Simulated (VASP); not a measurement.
# ScSb2N3 (P6/mmm) in VASP: notebook, part 2 of 2

VASP 6.6.1. The steps go on from the part before.

**5. Relaxation of cell and atoms, PBE**

This run uses another cell than the first one, of 17.83 Å³/atom.

File INCAR:

```
SYSTEM = ScSb2N3
PREC = Accurate
ENCUT = 600
EDIFF = 1E-6
ISMEAR = 0
SIGMA = 0.1
LREAL = .False.
LASPH = .True.
NELM = 60
ALGO = Normal
ISIF = 3
LWAVE = .False.
LCHARG = .False.
GGA = PE
IBRION = 2
NSW = 90
EDIFFG = -0.04
```

File KPOINTS:

```
regular mesh
0
Gamma
  3 3 6
  0 0 0
```

File POSCAR:

```
ScSb2N3
1.0
    5.7807339800      0.0000000000      0.0000000000
   -2.8903669900      5.0062624800      0.0000000000
    0.0000000000      0.0000000000      3.6973500900
Sc Sb N
1 2 3
Direct
    0.0000000000      0.0000000000      0.0000000000
    0.3333333300      0.6666666700      0.0000000000
    0.6666666700      0.3333333300      0.0000000000
    0.0000000000      0.5000000000      0.5000000000
    0.5000000000      0.5000000000      0.5000000000
    0.5000000000      0.0000000000      0.5000000000
```

Potentials or basis: VASP PAW PBE potentials, release 64 (Sc_sv, Sb, N).

Run with:

```sh
$ cat potpaw_PBE.64/Sc_sv/POTCAR potpaw_PBE.64/Sb/POTCAR potpaw_PBE.64/N/POTCAR > POTCAR
$ mpirun -np 1 vasp_std > vasp.out
```

OUTCAR:

```text
SYSTEM = ScSb2N3
   PREC = Accurate
   ENCUT = 600
   EDIFF = 1E-6
   ISMEAR = 0
   LREAL = .False.
   LASPH = .True.
   NELM = 60
   ISIF = 3
   GGA = PE
   IBRION = 2
   NSW = 90
   EDIFFG = -0.04

 ion  position               nearest neighbor table
   1  0.000  0.000  0.000-   2 3.34   3 3.34   3 3.34   2 3.34   3 3.34   2 3.34
   2  0.333  0.667  0.000-   4 2.49   4 2.49   6 2.49   6 2.49   5 2.49   5 2.49   1 3.34   3 3.34
                             3 3.34   1 3.34   1 3.34   3 3.34
   3  0.667  0.333  0.000-   4 2.49   4 2.49   6 2.49   6 2.49   5 2.49   5 2.49   1 3.34   2 3.34
                             2 3.34   1 3.34   1 3.34   2 3.34
   4  0.000  0.500  0.500-   2 2.49   3 2.49   2 2.49   3 2.49
   5  0.500  0.500  0.500-   2 2.49   3 2.49   2 2.49   3 2.49
   6  0.500  0.000  0.500-   2 2.49   3 2.49   2 2.49   3 2.49

  LATTYP: Found a hexagonal cell.
 ALAT       =     5.7807339800
 C/A-ratio  =     0.6395987262

  Lattice vectors:

 A1 = (   5.7807339800,   0.0000000000,   0.0000000000)
 A2 = (  -2.8903669900,   5.0062624800,   0.0000000000)
 A3 = (   0.0000000000,   0.0000000000,   3.6973500900)

Analysis of symmetry for initial positions (statically):
=====================================================================
 Subroutine PRICEL returns:
 Original cell was already a primitive cell.

 Routine SETGRP: Setting up the symmetry group for a
 hexagonal supercell.

 Subroutine GETGRP returns: Found 24 space group operations
 (whereof 24 operations were pure point group operations)
 out of a pool of 24 trial point group operations.

The static configuration has the point symmetry D_6h.

Analysis of symmetry for dynamics (positions and initial velocities):
=====================================================================
 Subroutine PRICEL returns:
 Original cell was already a primitive cell.

 Routine SETGRP: Setting up the symmetry group for a
 hexagonal supercell.

 Subroutine GETGRP returns: Found 24 space group operations
 (whereof 24 operations were pure point group operations)
 out of a pool of 24 trial point group operations.

The dynamic configuration has the point symmetry D_6h.

 Subroutine INISYM returns: Found 24 space group operations
 (whereof 24 operations are pure point group operations),
 and found     1 'primitive' translations

----------------------------------------------------------------------------------------

                                     Primitive cell

  volume of cell :     107.0008

  direct lattice vectors                    reciprocal lattice vectors
     5.780733980  0.000000000  0.000000000     0.172988413  0.099874907  0.000000000
    -2.890366990  5.006262480  0.000000000     0.000000000  0.199749814  0.000000000
     0.000000000  0.000000000  3.697350090     0.000000000  0.000000000  0.270463974

  length of vectors
     5.780733980  5.780733981  3.697350090     0.199749814  0.199749814  0.270463974

  position of ions in fractional coordinates (direct lattice)
     0.000000000  0.000000000  0.000000000
     0.333333330  0.666666670  0.000000000
     0.666666670  0.333333330  0.000000000
     1.000000000  0.500000000  0.500000000
     0.500000000  0.500000000  0.500000000
     0.500000000  0.000000000  0.500000000

  ion indices of the primitive-cell ions
   primitive index   ion index
                 1           1
                 2           2
                 3           3
                 4           4
                 5           5
                 6           6

----------------------------------------------------------------------------------------

 KPOINTS: regular mesh

Automatic generation of k-mesh.
 Grid dimensions read from file:
 generate k-points for:    3    3    6

 Generating k-lattice:

  Cartesian coordinates                     Fractional coordinates (reciprocal lattice)
     0.057662804  0.033291636  0.000000000     0.333333333 -0.000000000  0.000000000
     0.000000000  0.066583271  0.000000000     0.000000000  0.333333333  0.000000000
     0.000000000  0.000000000  0.045077329     0.000000000  0.000000000  0.166666667

  Length of vectors
     0.066583271  0.066583271  0.045077329

  Shift w.r.t. Gamma in fractional coordinates (k-lattice)
     0.000000000  0.000000000  0.000000000

 Subroutine IBZKPT returns following result:
 ===========================================

 Found     12 irreducible k-points:

 Following reciprocal coordinates:
            Coordinates               Weight
  0.000000  0.000000  0.000000      1.000000
  0.333333 -0.000000  0.000000      6.000000
  0.333333  0.333333  0.000000      2.000000
  0.000000  0.000000  0.166667      2.000000
  0.333333 -0.000000  0.166667     12.000000
  0.333333  0.333333  0.166667      4.000000
  0.000000  0.000000  0.333333      2.000000
  0.333333 -0.000000  0.333333     12.000000
  0.333333  0.333333  0.333333      4.000000
  0.000000  0.000000  0.500000      1.000000
  0.333333 -0.000000  0.500000      6.000000
  0.333333  0.333333  0.500000      2.000000
   k-points           NKPTS =     12   k-points in BZ     NKDIM =     12   number of bands    NBANDS=     22
   number of dos      NEDOS =    301   number of ions     NIONS =      6
   total plane-waves  NPLWV =  69120
   dimension x,y,z NGX =    48 NGY =   48 NGZ =   30
   dimension x,y,z NGXF=    96 NGYF=   96 NGZF=   60
   ions per type =               1   2   3
   NGX,Y,Z   is equivalent  to a cutoff of  13.80, 13.80, 13.49 a.u.
   NGXF,Y,Z  is equivalent  to a cutoff of  27.61, 27.61, 26.98 a.u.
 SYSTEM =  ScSb2N3
   PREC   = accura    normal or accurate (medium, high low for compatibility)
   ISTART =      0    job   : 0-new  1-cont  2-samecut
   ICHARG =      2    charge: 1-file 2-atom 10-const
   ISPIN  =      1    spin polarized calculation?
   LNONCOLLINEAR =      F non collinear calculations
   LSORBIT =      F    spin-orbit coupling
   LASPH  =      T    aspherical Exc in radial PAW
   ENCUT  =  600.0 eV  44.10 Ry    6.64 a.u.  11.55 11.55  7.38*2*pi/ulx,y,z
   NELM   =     60;   NELMIN=  2; NELMDL= -5     # of ELM steps
   EDIFF  = 0.1E-05   stopping-criterion for ELM
   LREAL  =      F    real-space projection
   EDIFFG = -.4E-01   stopping-criterion for IOM
   NSW    =     90    number of steps for IOM
   IBRION =      2    ionic relax: 0-MD 1-quasi-New 2-CG
   NFREE  =      1    steps in history (QN), initial steepest desc. (CG)
   ISIF   =      3    stress and relaxation
   ISYM   =      2    0-nonsym 1-usesym 2-fastsym
   POTIM  = 0.5000    time-step for ionic-motion
   TEBEG  =    0.0;   TEEND  =   0.0 temperature during run
   PSTRESS=    0.0 pullay stress
   NELECT =      36.0000    total number of electrons
   NUPDOWN=      -1.0000    fix difference up-down
   EMIN   =  10.00;   EMAX   =-10.00  energy-range for DOS
   EFERMI =   0.00;   METHOD = LEGACY
   ISMEAR =     0;   SIGMA  =   0.10  broadening in eV -4-tet -1-fermi 0-gaus
   EFERMI_NEDOS =   21; number of points for ismear=-14 and -15
   IALGO  =     38    algorithm
   IMIX   =      4    mixing-type and parameters
     AMIX     =   0.40;   BMIX     =  1.00
     AMIX_MAG =   1.60;   BMIX_MAG =  1.00
  volume/ion in A,a.u.               =      17.83       120.35
  Fermi-wavevector in a.u.,A,eV,Ry     =   1.138623  2.151685 17.639440  1.296462
  Thomas-Fermi vector in A             =   2.275327
   LORBIT       =      0    0 simple, 1 ext, 2 COOP (PROOUT), +10 PAW based schemes
   GGA     = PE    functional components
   LHFCALC =     F    Hartree Fock is set to
   AEXX    =    0.0000 exact exchange contribution
   IVDW    =     0    specifies the selected vdW correction
   LEPSILON=     F    determine dielectric tensor
   LRPA    =     F    only Hartree local field effects (RPA)
 conjugate gradient relaxation of ions
 non-spin polarized calculation
 Gauss-broadening in eV      SIGMA  =   0.10
  energy-cutoff  :      600.00
  volume of cell :      107.00
 maximum number of plane-waves:      3621
 NGX is ok and might be reduce to    48
   NGX = 23   NGY = 23   NGZ = 15

--------------------------------------- Ionic step        1  -------------------------------------------

 number of electron      35.9999995 magnetization

 Free energy of the ion-electron system (eV)
  ---------------------------------------------------
  ext. energy  EPLUGINS =         0.00000000
  ---------------------------------------------------
  free energy    TOTEN  =       -31.33007668 eV

  energy without entropy =      -31.28456562  energy(sigma->0) =      -31.30732115

------------------------ aborting loop because EDIFF is reached ----------------------------------------

  FORCE on cell =-STRESS in cart. coord.  units (eV):
  Direction    XX          YY          ZZ          XY          YZ          ZX
  --------------------------------------------------------------------------------------
  -------------------------------------------------------------------------------------
  Total       -2.2578635     -2.2578635    -20.1490677      0.0000000      0.0000000      0.0000000
  in kB      -33.8081261    -33.8081261   -301.7021212      0.0000000      0.0000000      0.0000000
  external PRESSURE =    -123.1061245 kB  Pullay stress =       0.0000000 kB
[... 227 lines left out ...]
--------------------------------------- Ionic step        7  -------------------------------------------

 number of electron      36.0000002 magnetization

 Free energy of the ion-electron system (eV)
  ---------------------------------------------------
  ext. energy  EPLUGINS =         0.00000000
  ---------------------------------------------------
  free energy    TOTEN  =       -33.78194449 eV

  energy without entropy =      -33.75426833  energy(sigma->0) =      -33.76810641

 E-fermi :   8.0824     XC(G=0): -10.8436

 val. band max:        8.0745375149   @ k =   0.3333  -0.0000   0.1667
 cond. band min:       8.0975893578   @ k =   0.3333  -0.0000   0.3333
 fundamental gap:      0.0230518429
 Fermi energy:         8.0824284339

 k-point     1 :       0.0000    0.0000    0.0000
  band No.  band energies     occupation
      1     -42.4894      2.00000
      2     -21.2009      2.00000
      3     -21.2009      2.00000
      4     -20.7652      2.00000
      5      -9.5067      2.00000
      6      -6.6395      2.00000
[... 322 lines left out ...]
  FREE ENERGIE OF THE ION-ELECTRON SYSTEM (eV)
  ---------------------------------------------------
  free  energy   TOTEN  =       -33.7819444911 eV

  energy  without entropy=      -33.7542683311  energy(sigma->0) =      -33.76810641

 reached required accuracy - stopping structural energy minimisation
```

Run time: 3.2 min. Hardware: 1 thread of Intel Xeon Platinum 8259CL at 2.50GHz (Skylake/Cascade Lake), shared host; peak memory 0.28 GiB.

Results:

| Property | Result |
| --- | --- |
| Free energy | -33.7819 eV |
| Relaxed volume | 15.26 Å³/atom |
| Relaxed cell | a = 5.853 Å, b = 5.853 Å, c = 3.086 Å, α = 90.00°, β = 90.00°, γ = 120.00° |
| Space group after relaxing (to 0.1 Å) | P6/mmm (No. 191) |
| Energy gained by relaxing | 408.6 meV/atom |
| Ionic steps | 7 |
| Pressure after relaxing | 0.1 GPa |
| Band gap on the k mesh | zero (bands 18 and 19 overlap by 1.35 eV) |

Step by step:
| step | energy change (eV) | largest force (eV/Å) | pressure (GPa) | volume (Å³) |
| --- | --- | --- | --- | --- |
| 1 | 0.0000 | 0.0000 | -12.31 | 107.00 |
| 2 | -2.3141 | 0.0000 | 5.74 | 86.44 |
| 3 | -2.3168 | 0.0000 | 4.82 | 86.95 |
| 4 | -2.4312 | 0.0000 | 1.85 | 90.68 |
| 5 | -2.4382 | 0.0000 | 2.28 | 89.95 |
| 6 | -2.4446 | 0.0000 | -1.48 | 92.76 |
| 7 | -2.4519 | 0.0000 | 0.06 | 91.56 |

Final structure:
```xyz
6
Lattice="5.8532 0.0000 0.0000 -2.9266 5.0690 0.0000 0.0000 0.0000 3.0858" Properties=species:S:1:pos:R:3 pbc="T T T"
Sc    0.0000    0.0000    0.0000
Sb    0.0000    3.3793    0.0000
Sb    2.9266    1.6897    0.0000
N    -1.4633    2.5345    1.5429
N     1.4633    2.5345    1.5429
N     2.9266    0.0000    1.5429
```

Caveat: the k points lie up to 0.41 Å⁻¹ apart in the final cell, too coarse for converged energies and pressures of a metal; a cell axis changed by over 15 % at a fixed basis, so the end point is rough; spin-orbit coupling is left out, which moves the levels of the heavy elements.

**6. Relaxation of cell and atoms, PBE**

File INCAR:

```
PREC = Accurate ; ENCUT = 600
EDIFF = 1E-7 ; ISMEAR = 0
SIGMA = 0.1 ; LREAL = False
LASPH = True ; NELM = 80
ALGO = Normal ; ISIF = 3
LWAVE = False ; LCHARG = False
GGA = PE ; IBRION = 2
NSW = 100 ; EDIFFG = -0.01
```

File KPOINTS:

```
Automatic mesh
0
Gamma
  6 6 12
```

File POSCAR:

```
ScSb2N3
1.0
    5.8667731544      0.0000000000      0.0000000000
   -2.9333865772      5.0807745899      0.0000000000
    0.0000000000      0.0000000000      3.0908954318
Sc Sb N
1 2 3
Direct
    0.0000000000      0.0000000000      0.0000000000
    0.3333333333      0.6666666667      0.0000000000
    0.6666666667      0.3333333333      0.0000000000
    0.0000000000      0.5000000000      0.5000000000
    0.5000000000      0.5000000000      0.5000000000
    0.5000000000      0.0000000000      0.5000000000
```

Potentials or basis: VASP PAW PBE potentials, release 64 (Sc_sv, Sb, N).

Run with:

```sh
$ cat potpaw_PBE.64/Sc_sv/POTCAR potpaw_PBE.64/Sb/POTCAR potpaw_PBE.64/N/POTCAR > POTCAR
$ mpirun -np 1 vasp_std > vasp.out
```

Run time: 5.8 min. Hardware: 1 thread of Intel Xeon Platinum 8259CL at 2.50GHz (Skylake/Cascade Lake), shared host; peak memory 0.34 GiB.

The run converged. Its results:

```
Free energy                           : -33.7868 eV
Relaxed volume                        : 15.31 Å³/atom
Relaxed cell                          : a = 5.856 Å, b = 5.856 Å, c = 3.094 Å, α = 90.00°, β = 90.00°, γ = 120.00°
Space group after relaxing (to 0.1 Å) : P6/mmm (No. 191)
Energy gained by relaxing             : 0.1 meV/atom
Ionic steps                           : 4
Pressure after relaxing               : 0.1 GPa
Band gap on the k mesh                : zero (bands 18 and 19 overlap by 1.34 eV)
```

Step by step:
```
step  energy change (eV)  largest force (eV/Å)  pressure (GPa)  volume (Å³)
   1              0.0000                0.0000           -0.13        92.13
   2             -0.0005                0.0000           -0.07        91.96
   3             -0.0005                0.0000           -0.07        91.98
   4             -0.0005                0.0000            0.05        91.88
```

Final structure:
```xyz
6
Lattice="5.8555 0.0000 0.0000 -2.9278 5.0710 0.0000 0.0000 0.0000 3.0944" Properties=species:S:1:pos:R:3 pbc="T T T"
Sc    2.9278    5.0710    0.0000
Sb    0.0000    3.3807    3.0944
Sb    2.9278    1.6903    0.0000
N     4.3916    2.5355    1.5472
N     1.4639    2.5355    1.5472
N     2.9278    0.0000    1.5472
```

Levels at points of the mesh, in eV from the Fermi level:
```csv
k point,band 16,band 17,band 18,band 19,band 20,band 21
"(0.00, 0.00, 0.00)",-2.05,-1.74,-1.36,-0.52,-0.52,0.59
"(0.50, 0.00, 0.00)",-1.99,-1.74,-1.11,-0.24,1.26,1.39
"(0.00, 0.00, 0.50)",-1.61,-0.81,-0.22,-0.22,1.03,1.03
"(0.50, 0.00, 0.50)",-2.63,-1.19,-1.07,-0.29,0.03,0.25
```

Caveat: spin-orbit coupling is left out, which moves the levels of the heavy elements.

**7. Summary**

| task | cell | k mesh | cutoff (eV) | gap on the mesh (eV) | pressure (GPa) | relaxed volume (Å³/atom) |
| --- | --- | --- | --- | --- | --- | --- |
| single point | a = 5.867, b = 5.867, c = 3.091 Å, angles 90.0, 90.0, 120.0°, 6 atoms | 3 × 3 × 6 | 520 | none | -0.5 | - |
| single point | a = 5.781, b = 5.781, c = 3.697 Å, angles 90.0, 90.0, 120.0°, 6 atoms | 3 × 3 × 6 | 520 | none | -12.3 | - |
| single point | a = 5.866, b = 5.866, c = 3.101 Å, angles 90.0, 90.0, 120.0°, 6 atoms | 6 × 6 × 12 | 520 | none | -0.5 | - |
| relaxation of cell and atoms | relaxed from a = 5.781, b = 5.781, c = 3.697 Å, angles 90.0, 90.0, 120.0°, 6 atoms | 3 × 3 × 6 | 600 | none | 0.1 | 15.26 |
| relaxation of cell and atoms | relaxed from a = 5.867, b = 5.867, c = 3.091 Å, angles 90.0, 90.0, 120.0°, 6 atoms | 6 × 6 × 12 | 600 | none | 0.1 | 15.31 |

Alike in all rows: level PBE; potentials or basis VASP PAW PBE potentials, release 64 (Sc_sv, Sb, N); no spin polarisation; smearing gaussian 0.1 eV.

Caveats: some runs use coarse meshes; spin-orbit coupling is left out, which moves the levels of the heavy elements; a cell axis changed by over 15 % at a fixed basis, so the end point is rough (at least some runs).

Absolute energies hang on the potentials; compare differences alone.

The gap in the log of VASP goes by the Fermi energy; the results here count the filled bands.